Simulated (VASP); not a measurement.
Input of a VASP 6.6.1 run:

Contents of INCAR:

```
SYSTEM = Ba
PREC = Accurate ; ENCUT = 520
EDIFF = 1E-6 ; ISMEAR = -5
SIGMA = 0.05 ; LREAL = .False.
LASPH = .True. ; NELM = 80
ALGO = Normal ; ISIF = 2
LWAVE = .False. ; LCHARG = .True.
GGA = PE ; LELF = .True.
LVHAR = .True. ; NBANDS = 11
```

The input KPOINTS:

```
regular mesh
0
Gamma
  8 8 8
  0 0 0
```

File POSCAR:

```
Ba
1.0
    4.3413853500      0.0000000000      0.0000000000
   -1.4471284497      4.0930973611      0.0000000000
   -1.4471284497     -2.0465486799      3.5447262953
Ba
1
Direct
    0.0000000000      0.0000000000      0.0000000000
```

Potentials or basis: VASP PAW PBE potentials, release 64 (Ba_sv).

The run is started by

```console
$ cat potpaw_PBE.64/Ba_sv/POTCAR > POTCAR
$ mpirun -np 1 vasp_std > vasp.out
```

Task: What does it give for the pressure?

Result: 0.2 GPa.

Task: What does it give for the band gap on the k mesh?

Result: Zero (band 5 reaches 2.17 eV, above the bottom of band 6 at 1.10 eV).

Caveat: spin-orbit coupling is left out, which moves the levels of the heavy elements; tetrahedron occupations give inexact forces and stress in metals.
